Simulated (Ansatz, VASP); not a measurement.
**Two plane-wave programs on AlN**

```xyz
4
Lattice="3.4006 0.0000 0.0000 -1.7003 2.9450 0.0000 0.0000 0.0000 4.0170" Properties=species:S:1:pos:R:3 pbc="T T T"
Al    0.0000    1.9633    3.0128
Al    1.7003    0.9817    1.0043
N     0.0000    1.9633    1.0043
N     1.7003    0.9817    3.0128
```

Alike in both runs: task single point; functional PBEsol; k mesh 9 × 9 × 6; occupations gaussian, width 0.05 eV; no spin polarisation.

|  | VASP | Ansatz |
| --- | --- | --- |
| version | VASP 6.6.1 | Ansatz 0.2.0 |
| potentials or method | VASP PAW PBE potentials, release 64 (Al, N), cutoff 520 eV | scalar-relativistic, plane waves, PAW |
| valence electrons in the cell | 16 | 16 |

|  | VASP | Ansatz | Ansatz less VASP |
| --- | --- | --- | --- |
| gap on the k mesh at the Fermi level (eV) | 3.31 | 3.30 | -0.010 |
| least direct gap on the mesh (eV) | 3.31 | 3.30 | -0.010 |
| pressure (GPa) | -6.0 | -5.9 | +0.10 |
| traceless stress, the component that is largest in VASP (GPa) | 8.03 | 7.99 | -0.045 |

VASP's potentials were made for PBE, not for PBEsol. With one functional, cell and mesh, what is left measures potentials, basis and numerics.
